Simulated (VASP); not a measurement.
Input of a VASP 6.6.1 run:

POSCAR

```
MnS
1.0
    0.0000000000      2.6095776782      2.6095776782
    2.6095776782      0.0000000000      2.6095776782
    2.6095776782      2.6095776782      0.0000000000
Mn S
1 1
Direct
    0.0000000000      0.0000000000      0.0000000000
    0.5000000000      0.5000000000      0.5000000000
```

The input INCAR.step1:

```
SYSTEM = MnS
  ALGO = Normal
  EDIFF = 1E-4
  ENCUT = 520
  GGA = PE
  ISMEAR = 0
  ISPIN = 2
  LASPH = .True.
  LCHARG = .False.
  LMAXMIX = 4
  LREAL = .False.
  LWAVE = .True.
  MAGMOM = 4.9 0.2
  NBANDS = 20
  NELM = 150
  PREC = Accurate
  SIGMA = 0.1
```

File INCAR.step2:

```
SYSTEM = MnS
  ALGO = Normal
  EDIFF = 1E-6
  ENCUT = 520
  ISIF = 2
  ISMEAR = 0
  ISPIN = 2
  ISTART = 1
  LASPH = .True.
  LCHARG = .True.
  LELF = .True.
  LMAXMIX = 4
  LMIXTAU = .True.
  LORBIT = 11
  LREAL = .False.
  LVHAR = .True.
  LWAVE = .False.
  MAGMOM = 4.9 0.2
  METAGGA = R2SCAN
  NBANDS = 20
  NELM = 150
  PREC = Accurate
  SIGMA = 0.1
```

Contents of KPOINTS:

```
k-points
0
Gamma
  14 14 14
  0 0 0
```

Potentials or basis: VASP PAW PBE potentials, release 64 (Mn_pv, S).

Command:

```bash
$ cat potpaw_PBE.64/Mn_pv/POTCAR potpaw_PBE.64/S/POTCAR > POTCAR
$ cp INCAR.step1 INCAR
$ mpirun -np 1 vasp_std > vasp.out
$ cp INCAR.step2 INCAR
$ mpirun -np 1 vasp_std > vasp.out
```

Question: Predict the site moments.

Answer: Mn +4.50; S +0.14 μB.

Question: What does it give for the pressure?

Answer: 0.0 GPa.

Question: Predict the net moment.

Answer: 4.99 μB per cell.

Question: Predict the band gap on the k mesh.

Answer: Zero (filled and empty bands overlap).

Caveat: the PAW data sets were made with another functional, which shifts forces and pressure a little; a cell with one magnetic atom can't hold antiferromagnetic order, which such compounds often take; semilocal functionals often make such compounds metallic where correlation or magnetic order opens a gap, which also shifts bond lengths. With open d or f shells a metallic result of r2SCAN can be an artefact of self-interaction; +U or a hybrid may open a gap.
